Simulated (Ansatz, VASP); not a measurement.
## MoS2: VASP beside Ansatz

POSCAR

```
MoS2
1.0
    3.1841260822      0.0000000000      0.0000000000
   -1.5920630411      2.7575340760      0.0000000000
    0.0000000000      0.0000000000     17.3345999500
Mo S
1 2
Direct
    0.0000000000      0.0000000000      0.0000000000
    0.3333333333      0.6666666667      0.9105070200
    0.3333333333      0.6666666667      0.0894929800
```

The input INCAR.step1:

```
SYSTEM = MoS2
PREC = Accurate
ENCUT = 520
EDIFF = 1E-5
ISMEAR = -1
SIGMA = 0.05
LREAL = .False.
LASPH = .True.
NELM = 100
ALGO = Normal
ISIF = 2
LWAVE = .True.
GGA = PE
NBANDS = 20
```

File INCAR.step2:

```
SYSTEM = MoS2
PREC = Accurate
ENCUT = 520
EDIFF = 1E-6
ISMEAR = -1
SIGMA = 0.05
LREAL = .False.
LASPH = .True.
NELM = 100
ALGO = Normal
ISIF = 2
LWAVE = .False.
LCHARG = .True.
GGA = PS
LHFCALC = .True.
AEXX = 0.25
HFSCREEN = 0.207
PRECFOCK = Normal
LELF = .True.
LVHAR = .True.
ISTART = 1
NBANDS = 20
```

Contents of KPOINTS:

```
regular mesh
0
Gamma
  5 5 1
  0 0 0
```

Contents of input:

```
crystal:
  lattice:
    - [3.1841260822, 0.0, 0.0]
    - [-1.5920630411, 2.757534076, 0.0]
    - [0.0, 0.0, 17.33459995]
  atoms:
    - { symbol: Mo, position: [0.0, 0.0, 0.0] }
    - { symbol: S, position: [0.3333333333, 0.6666666667, 0.91050702] }
    - { symbol: S, position: [0.3333333333, 0.6666666667, 0.08949298] }
hamiltonian:
  xc:
    exchange: hjs_pbesol
    correlation: pbesol
    exx: { coeff: 0.25, omega: 0.207 }
  pseudopotentials: { kind: paw }
kpoints:
  mp_grid: { grid: [5, 5, 1] }
  band_path:
    path:
      - [[0.0, 0.0, 0.0], [0.5, 0.0, 0.0], [0.3333333333, 0.3333333333, 0.0], [0.0, 0.0, 0.0], [0.0, 0.0, 0.5], [0.5, 0.0, 0.5], [0.3333333333, 0.3333333333, 0.5], [0.0, 0.0, 0.5]]
      - [[0.5, 0.0, 0.5], [0.5, 0.0, 0.0]]
      - [[0.3333333333, 0.3333333333, 0.0], [0.3333333333, 0.3333333333, 0.5]]
    npoints: 4
scf:
  occupations: { method: fermi_dirac, width: 0.05 }
  n_extra_bands: 7
output:
  forces: true
  stress: true
  eigenvalues: true
  fatbands: false
  write_density: true
  write_potential: true
  elf: true
  volumetric_format: npy
```

Alike in both runs: functional PBEsol-based screened hybrid; k mesh 5 × 5 × 1; occupations fermi-dirac, width 0.05 eV; no spin polarisation.

|  | VASP | Ansatz |
| --- | --- | --- |
| version | VASP 6.6.1 | Ansatz 0.2.0 |
| potentials or method | VASP PAW PBE potentials, release 64 (Mo_sv, S) | Ansatz PAW |
| plane-wave cutoff (eV) | 520 | 420 |
| valence electrons in the cell | 26 | 26 |
| task | single point | band structure |

VASP gave:

- gap on the k mesh at the Fermi level (eV): 2.55
- rms of the force components (eV/Å): 0.254

**Question.** What did Ansatz give for the same quantities?

**Answer.** gap on the k mesh at the Fermi level (eV): 2.54; rms of the force components (eV/Å): 0.248.

VASP's potentials were made for PBE, not for PBEsol-based screened hybrid. Atom by atom the forces differ by 0.007 eV/Å (rms over components).

The k mesh is coarse, so the values compare programs but aren't converged.
